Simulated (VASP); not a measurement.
# Pd: single point with LDA

Pd:

```
Pd
1.0
     2.11751    0.00000    0.00000
     0.00000    2.11751    0.00000
     0.00000    0.00000    2.11751
Pd
1
Cartesian
  0.0000 0.0000 0.0000
```

This cell differs from its parent crystal: volume scaled by 0.58.

```yaml
Program: VASP 6.6.1
Task: single point
Functional: LDA
Potentials_or_basis: VASP PAW LDA potentials, release 64 (Pd)
Cutoff: 520 eV
k_mesh: 15 × 15 × 15
Occupations: fermi-dirac, width 0.1 eV
Spin: no spin polarisation
Dipole_correction: no
Further_INCAR_settings: ALGO = Normal; EDIFF = 1e-06; NBANDS = 11
```

```yaml
Pressure: 354.6 GPa
Band_gap_on_the_k_mesh: zero (band 5 reaches 23.33 eV, above the bottom of band 6 at 18.11 eV)
```

Levels at points of the mesh, in eV from the Fermi level:
| k point | band 2 | band 3 | band 4 | band 5 | band 6 | band 7 | band 8 | band 9 |
| --- | --- | --- | --- | --- | --- | --- | --- | --- |
| (0.00, 0.00, 0.00) | -11.18 | -11.18 | 0.31 | 0.31 | 0.31 | 20.51 | 20.51 | 20.51 |

Wall time 6.2 s on 1 thread of Intel Xeon 8259CL, on a shared host, peak memory 0.12 GiB.
